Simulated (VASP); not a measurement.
Runs of VASP 6.6.1 on CsH. The structure is that of space group I4/mmm (No. 139), or close to it. The cells are those of the table. 

```tsv
cell	gap on the mesh (eV)	pressure (GPa)
a = 4.574, b = 4.574, c = 6.058 Å, 4 atoms	1.88	(b)
a = 4.401, b = 4.401, c = 6.029 Å, 4 atoms	1.77	-0.3
a = 4.488, b = 4.488, c = 6.073 Å, 4 atoms	1.84	-0.7
a = 4.574, b = 4.574, c = 5.883 Å, 4 atoms	(a)	-0.6
a = 4.488, b = 4.488, c = 5.956 Å, 4 atoms	1.80	-0.5
```

Alike in all rows: task single point; level LDA; potentials or basis VASP PAW LDA potentials, release 64 (Cs_sv, H); no spin polarisation; k mesh 6 × 6 × 6; cutoff (eV) 520; smearing gaussian 0.02 eV.

Task: Estimate the missing entries.

Result: (a) 1.81; (b) -1.0.

Caveats: spin-orbit coupling is left out, which moves the levels of the heavy elements.

A k mesh can miss the band edges, and the runs leave out spin-orbit coupling on Cs.
